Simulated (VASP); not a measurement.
Input of a VASP 6.6.1 run:

The input INCAR:

```
SYSTEM = BaTiO3
PREC = Accurate
ENCUT = 1000
EDIFF = 1E-8
ISMEAR = -1
SIGMA = 0.05
LREAL = .FALSE.
LASPH = .TRUE.
NELM = 120
ALGO = Normal
ISIF = 2
LWAVE = .FALSE.
LCHARG = .FALSE.
LEFG = .TRUE.
NBANDS = 28
GGA_COMPAT = .FALSE.
```

File KPOINTS:

```
Automatic mesh
0
G
  8 8 8
  0 0 0
```

The input POSCAR:

```
BaTiO3
1.0
    4.0073000000     -0.0601095000     -0.0601095000
   -0.0601095000      4.0073000000     -0.0601095000
   -0.0601095000     -0.0601095000      4.0073000000
Ba Ti O
1 1 3
Direct
    0.5000000000      0.5000000000      0.5000000000
    0.0000000000      0.0000000000      0.0000000000
    0.5000000000      0.0000000000      0.0000000000
    0.0000000000      0.5000000000      0.0000000000
    0.0000000000      0.0000000000      0.5000000000
```

Potentials or basis: VASP PAW LDA potentials, release 64 (Ba_sv, Ti_sv, O_h).

Command:

```console
$ cat potpaw_LDA.64/Ba_sv/POTCAR potpaw_LDA.64/Ti_sv/POTCAR potpaw_LDA.64/O_h/POTCAR > POTCAR
$ mpirun -np 1 vasp_std > vasp.out
```

Predict the band gap on the k mesh.

1.48 eV (least direct gap 1.51 eV).

Predict the pressure.

-7.1 GPa.

Electric field gradients, principal values (V/Å²):
```
atom    least   middle  greatest (by size)
1 Ba   18.705   18.705             -37.409
2 Ti   -5.699   -5.699              11.399
 3 O  -11.117  -11.604              22.721
 4 O  -11.117  -11.604              22.721
 5 O  -11.117  -11.604              22.721
```

Caveat: the cell differs from its parent crystal (equal xy, yz and zx shear strains of -3 %); the cell stands under tension; without QUAD_EFG the Cq values of the log hold for a quadrupole moment of 1 mb, not for the nuclei; spin-orbit coupling is left out, which moves the levels of the heavy elements. A k mesh can miss the band edges.
